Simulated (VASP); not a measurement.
# NaF: single point with PBE

NaF:

```
Na F
1.0
     0.00000    2.35050    2.35050
     2.35050    0.00000    2.35050
     2.35050    2.35050    0.00000
Na F
1 1
Direct
  0.50000 0.50000 0.50000
  0.00000 0.00000 0.00000
```

```
Program             : VASP 6.6.1
Task                : single point
Functional          : PBE
Potentials or basis : VASP PAW PBE potentials, release 64 (Na_pv, F)
Cutoff              : 520 eV
k mesh              : 8 × 8 × 8
Occupations         : gaussian, width 0.02 eV
Spin                : no spin polarisation
```

| Quantity | Value |
| --- | --- |
| Pressure | -0.2 GPa |
| Band gap on the k mesh | 6.07 eV, direct |

Levels at points of the mesh, in eV from the valence-band top:
```
           k point  band 5  band 6  band 7  band 8  band 9  band 10
(0.00, 0.00, 0.00)    0.00    0.00    0.00    6.07   18.67    18.67
(0.50, 0.00, 0.00)   -1.50   -0.23   -0.23   10.52   12.10    19.64
(0.50, 0.50, 0.00)   -1.21   -0.38   -0.38   12.80   13.15    13.18
```

Wall time 5.5 s on 1 thread of Intel(R) Xeon(R) 6975P-C (Granite Rapids) (shared host), peak memory 0.14 GiB.

PBE gaps usually lie below the measured ones, often by a third to a half.
